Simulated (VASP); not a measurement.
The system is NdS5.

```xyz
6
Lattice="0.0000 4.0971 4.0971 4.0971 0.0000 4.0971 4.0971 4.0971 0.0000" Properties=species:S:1:pos:R:3 pbc="T T T"
Nd    0.0000    0.0000    0.0000
S     2.0485    2.0485    2.0485
S     3.0828    5.1113    3.0828
S     3.0828    3.0828    5.1113
S     5.1113    5.1113    5.1113
S     5.1113    3.0828    3.0828
```

```yaml
Program: VASP 6.6.1
Task: relaxation of cell and atoms
Functional: PBE
Potentials_or_basis: VASP PAW PBE potentials, release 64 (Nd, S)
Cutoff: 600 eV
k_mesh: 4 × 4 × 4
Occupations: gaussian, width 0.1 eV
Spin: no spin polarisation
```

At the start: pressure -12.1 GPa; volume 22.92 Å³/atom.

Where does the relaxation end?

Over 7 steps the energy falls by 276.5 meV/atom and the volume is 17.36 Å³/atom (-24.3 %); space group F-43m (No. 216, to 0.05 Å).

Step by step:
| step | energy change (eV) | largest force (eV/Å) | pressure (GPa) | volume (Å³) |
| --- | --- | --- | --- | --- |
| 1 | 0.0000 | 0.1260 | -12.13 | 137.54 |
| 2 | -1.6441 | 0.2030 | -1.32 | 105.82 |
| 3 | -1.6516 | 0.2068 | 0.00 | 104.12 |
| 4 | -1.6512 | 0.2083 | 0.65 | 103.52 |
| 5 | -1.6571 | 0.0849 | -0.50 | 104.58 |
| 6 | -1.6571 | 0.0833 | -0.34 | 104.59 |
| 7 | -1.6589 | 0.0207 | 0.20 | 104.14 |

Final structure:
```xyz
6
Lattice="0.0000 3.7342 3.7342 3.7342 0.0000 3.7342 3.7342 3.7342 0.0000" Properties=species:S:1:pos:R:3 pbc="T T T"
Nd    0.0000    3.7342    3.7342
S     1.8671    1.8671    1.8671
S     2.7973    4.6710    2.7973
S     2.7973    2.7973    4.6710
S     4.6710    4.6710    4.6710
S     4.6710    2.7973    2.7973
```

Caveat: the electronic state changed during the relaxation; the volume moved by over 15 % at a fixed basis, so the end points are rough; the run has no spin polarisation, though such a crystal can be magnetic; without U or exact exchange the open f shell lies at the Fermi level, which spoils levels, moments and volumes.
